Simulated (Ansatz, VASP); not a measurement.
## NaCl: VASP beside Ansatz

```
CELL_PARAMETERS angstrom
0.00000 2.77531 2.77531
2.77531 0.00000 2.77531
2.77531 2.77531 0.00000
ATOMIC_POSITIONS crystal
Cl 0.50000 0.50000 0.50000
Na 0.00000 0.00000 0.00000
```

Alike in both runs: task single point; functional BHLYP; k mesh 4 × 4 × 4; occupations fermi-dirac, width 0.05 eV; no spin polarisation.

```csv
,VASP,Ansatz
version,VASP 6.6.1,Ansatz 0.2.0
potentials or method,"VASP PAW PBE potentials, release 64 (Cl, Na_pv)",Ansatz PAW
plane-wave cutoff (eV),520,420
valence electrons in the cell,14,16
```

VASP gave:

```
gap on the k mesh at the Fermi level (eV) : 9.57
least direct gap on the mesh (eV)         : 9.57
pressure (GPa)                            : 1.2
```

Problem. What did Ansatz give for the same quantities?

Solution. gap on the k mesh at the Fermi level (eV): 9.53; least direct gap on the mesh (eV): 9.53; pressure (GPa): 1.3.

VASP's potentials were made for PBE, not for BHLYP. VASP's potentials hold 14 valence electrons a cell and Ansatz's 16, so a difference there can come from the potentials and not from the codes.

The k mesh is coarse, so the values compare programs but aren't converged.
